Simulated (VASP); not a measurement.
Set up this calculation in VASP 6.6.1, as the native input.

- Task: relaxation of cell and atoms
- Functional: PBE
- Potentials or basis: VASP PAW PBE potentials, release 64 (B, Bi_d, Te)
- Cutoff: 600 eV
- k mesh: 4 × 4 × 2
- Occupations: gaussian, width 0.1 eV
- Spin: no spin polarisation
- Dipole correction: no
- Further INCAR settings: ALGO = Normal; EDIFF = 1e-06; IBRION = 2; EDIFFG = -0.04; NSW = 90; ISIF = 3

The structure of BiBTe3 lies in POSCAR:

```
BiBTe3
1.0
    4.3155205400      0.0000000000      0.0000000000
    0.0000000000      4.3155205400      0.0000000000
    0.0000000000      0.0000000000      9.3735487900
B Bi Te
1 1 3
Direct
    0.5000000000      0.5000000000      0.5000000000
    0.0000000000      0.0000000000      0.5000000000
    0.0000000000      0.0000000000      0.7139505300
    0.0000000000      0.0000000000      0.2860494700
    0.0000000000      0.0000000000      0.0000000000
```

One way to write it, as run:

INCAR

```
ALGO = Normal ; EDIFF = 1E-6
EDIFFG = -0.04 ; ENCUT = 600
GGA = PE ; IBRION = 2
ISIF = 3 ; ISMEAR = 0
LASPH = T ; LCHARG = F
LREAL = F ; LWAVE = F
NELM = 100 ; NSW = 90
PREC = Accurate ; SIGMA = 0.1
```

KPOINTS

```
k-points
0
Gamma
  4 4 2
```

Potentials or basis: VASP PAW PBE potentials, release 64 (B, Bi_d, Te).

The run is started by

```console
$ cat potpaw_PBE.64/B/POTCAR potpaw_PBE.64/Bi_d/POTCAR potpaw_PBE.64/Te/POTCAR > POTCAR
$ mpirun -np 1 vasp_std > vasp.out
```

Results of the run:

| Quantity | Value |
| --- | --- |
| Relaxed volume | 29.79 Å³/atom |
| Relaxed cell | a = 3.444 Å, b = 3.444 Å, c = 12.561 Å, α = 90.00°, β = 90.00°, γ = 90.00° |
| Space group after relaxing (to 0.05 Å) | P4/mmm (No. 123) |
| Energy gained by relaxing | 3841.1 meV/atom |
| Ionic steps | 56 |
| Pressure after relaxing | 0.0 GPa |
| Largest force after relaxing | 0.011 eV/Å |
| Band gap on the k mesh | zero (band 18 reaches 7.05 eV, above the bottom of band 19 at 3.33 eV) |

Caveat: the k points lie up to 0.46 Å⁻¹ apart in the final cell; spin-orbit coupling is left out, which moves the levels of the heavy elements.

It took 28 min on 1 thread of Intel(R) Xeon(R) 6975P-C (Granite Rapids), with other jobs on the host, peak memory 0.39 GiB.
